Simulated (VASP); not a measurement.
A run of VASP 6.6.1:

File INCAR:

```
PREC = Accurate
ENCUT = 600
EDIFF = 1E-6
ISMEAR = -1
SIGMA = 0.08
LREAL = F
LASPH = T
NELM = 60
ALGO = Normal
ISIF = 3
LWAVE = F
LCHARG = F
GGA = PS
IBRION = 2
NSW = 100
EDIFFG = -0.002
PSTRESS = 150.0
```

KPOINTS

```
Automatic mesh
0
Gamma
  16 16 12
```

File POSCAR:

```
HfB2
1.0
    3.1278077826      0.0000000000      0.0000000000
   -1.5639038913      2.7087609979      0.0000000000
    0.0000000000      0.0000000000      3.4462501325
Hf B
1 2
Direct
    0.0000000000      0.0000000000      0.0000000000
    0.3333333333      0.6666666667      0.5000000000
    0.6666666667      0.3333333333      0.5000000000
```

Potentials or basis: VASP PAW PBE potentials, release 64 (Hf_pv, B).

Command:

```bash
$ cat potpaw_PBE.64/Hf_pv/POTCAR potpaw_PBE.64/B/POTCAR > POTCAR
$ mpirun -np 1 vasp_std > vasp.out
```

Hardware: 1 thread of Intel(R) Xeon(R) 6975P-C (Granite Rapids), with other jobs on the host.

Q: How long does it take, and how much memory?

A: Run time: 2.5 min on 1 thread of Intel(R) Xeon(R) 6975P-C (Granite Rapids) (shared host), peak memory 0.25 GiB. Counts: scf iterations 54, k points 210, ion steps 9.
